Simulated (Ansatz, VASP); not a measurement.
**One calculation of SiC, two programs**

Contents of INCAR:

```
PREC = Accurate
ENCUT = 520
EDIFF = 1E-6
ISMEAR = 0
SIGMA = 0.05
LREAL = False
LASPH = True
NELM = 100
ALGO = Normal
ISIF = 2
LWAVE = False
LCHARG = False
GGA = PS
NBANDS = 11
```

KPOINTS

```
regular mesh
0
Gamma
  12 12 12
```

POSCAR

```
SiC
1.0
    0.0000000000      2.1351499152      2.1351499152
    2.1351499152      0.0000000000      2.1351499152
    2.2234027784      2.2234027784     -0.0882528632
Si C
1 1
Direct
    0.0000000000      0.0000000000      0.0000000000
    0.7500000000      0.7500000000      0.7500000000
```

Input for Ansatz:

```yaml
crystal:
  lattice:
    - [0.0, 2.1351499152, 2.1351499152]
    - [2.1351499152, 0.0, 2.1351499152]
    - [2.2234027784, 2.2234027784, -0.0882528632]
  atoms:
    - { symbol: Si, position: [0.0, 0.0, 0.0] }
    - { symbol: C, position: [0.75, 0.75, 0.75] }
basis:
  ecutwfc: 520.0
kpoints:
  mp_grid: { grid: [12, 12, 12] }
hamiltonian:
  xc: pbesol
  pseudopotentials: { kind: paw, azcp: { folder: soft_1 } }
scf:
  occupations: { method: gaussian, width: 0.05 }
output:
  forces: true
  stress: true
  eigenvalues: true
  write_density: true
  write_potential: true
  elf: true
  volumetric_format: npy
```

Alike in both runs: task single point; functional PBEsol; k mesh 12 × 12 × 12; occupations gaussian, width 0.05 eV; no spin polarisation.

|  | VASP | Ansatz |
| --- | --- | --- |
| version | VASP 6.6.1 | Ansatz 0.2.0 |
| potentials or method | VASP PAW PBE potentials, release 64 (Si, C), cutoff 520 eV | scalar-relativistic, plane waves, PAW |
| valence electrons in the cell | 8 | 8 |

VASP gave:

| Quantity | Value |
| --- | --- |
| gap on the k mesh at the Fermi level (eV) | 1.04 |
| least direct gap on the mesh (eV) | 4.07 |
| pressure (GPa) | 1.4 |
| traceless stress, the component that is largest in VASP (GPa) | -10.51 |
| rms of the force components (eV/Å) | 0.248 |

**Question.** Estimate Ansatz's values.

**Answer.** gap on the k mesh at the Fermi level (eV): 1.06; least direct gap on the mesh (eV): 4.09; pressure (GPa): 1.1; traceless stress, the component that is largest in VASP (GPa): -10.43; rms of the force components (eV/Å): 0.243.

VASP's potentials were made for PBE, not for PBEsol, and Ansatz warns of the same on its side. Atom by atom the forces differ by 0.004 eV/Å (rms over components).
